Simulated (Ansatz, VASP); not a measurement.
**One calculation of LiNbO3, two programs**

```xyz
10
Lattice="2.5689 1.4832 4.6346 -2.5689 1.4832 4.6346 0.0000 -2.9663 4.6346" Properties=species:S:1:pos:R:3 pbc="T T T"
Li    0.0000    0.0000   10.4278
Li    0.0000    0.0000    3.4759
Nb    0.0000    0.0000    6.9518
Nb    0.0000    0.0000    0.0000
O    -0.6399    1.4832    8.1105
O    -0.9645   -1.2957    8.1105
O     1.6044   -0.1874    8.1105
O     0.9645    1.2957    5.7932
O     0.6399   -1.4832    5.7932
O    -1.6044    0.1874    5.7932
```

Change from the starting cell: z stretched by +3 %, ions relaxed.

Alike in both runs: functional PBE; k mesh 7 × 7 × 7; occupations fermi-dirac, width 0.02 eV; no spin polarisation.

Ansatz relaxed the structure, and its values are those at the end. VASP's run is a single point on that final structure, the one shown.

|  | VASP | Ansatz |
| --- | --- | --- |
| version | VASP 6.6.1 | Ansatz 0.2.0 |
| potentials or method | VASP PAW PBE potentials, release 64 (Li_sv, Nb_sv, O) | plane-wave PAW, scalar-relativistic |
| plane-wave cutoff (eV) | 520 | 420 |
| valence electrons in the cell | 68 | 68 |

|  | VASP | Ansatz | Ansatz less VASP |
| --- | --- | --- | --- |
| gap on the k mesh at the Fermi level (eV) | 2.55 | 2.57 | +0.017 |
| rms of the force components (eV/Å) | 0.012 | 0.001 | -0.0111 |

Ansatz's warnings: stress scf threshold loose.

Noted on VASP's run: the cutoff is under 1.25 times that of the potentials, so the pressure is a little rough.
